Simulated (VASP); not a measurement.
A run of VASP 6.6.1 is set up as follows.

INCAR

```
SYSTEM = VN
PREC = Accurate
ENCUT = 1330
EDIFF = 1E-6
ISMEAR = 0
SIGMA = 0.1
LREAL = .FALSE.
LASPH = .TRUE.
NELM = 120
ALGO = Normal
ISIF = 2
LWAVE = .FALSE.
LCHARG = .TRUE.
GGA = CA
LELF = .TRUE.
LVHAR = .TRUE.
NBANDS = 16
GGA_COMPAT = .FALSE.
```

The input KPOINTS:

```
regular mesh
0
G
  18 18 18
  0 0 0
```

POSCAR

```
VN
1.0
    0.0000000000      2.0212573412      2.0212573412
    2.0212573412      0.0000000000      2.0212573412
    2.0212573412      2.0212573412      0.0000000000
V N
1 1
Direct
    0.0000000000      0.0000000000      0.0000000000
    0.5000000000      0.5000000000      0.5000000000
```

Potentials or basis: VASP PAW LDA potentials, release 64 (V_sv, N_h).

Run with:

```console
$ cat potpaw_LDA.64/V_sv/POTCAR potpaw_LDA.64/N_h/POTCAR > POTCAR
$ mpirun -np 1 vasp_std > vasp.out
```

What does it give for the band gap on the k mesh?

Zero (bands 9 and 10 overlap by 2.35 eV).

Estimate the pressure.

1.1 GPa.

Caveat: the run has no spin polarisation, though such a crystal can be magnetic. With open d or f shells a metallic result of LDA can be an artefact of self-interaction; +U or a hybrid may open a gap.
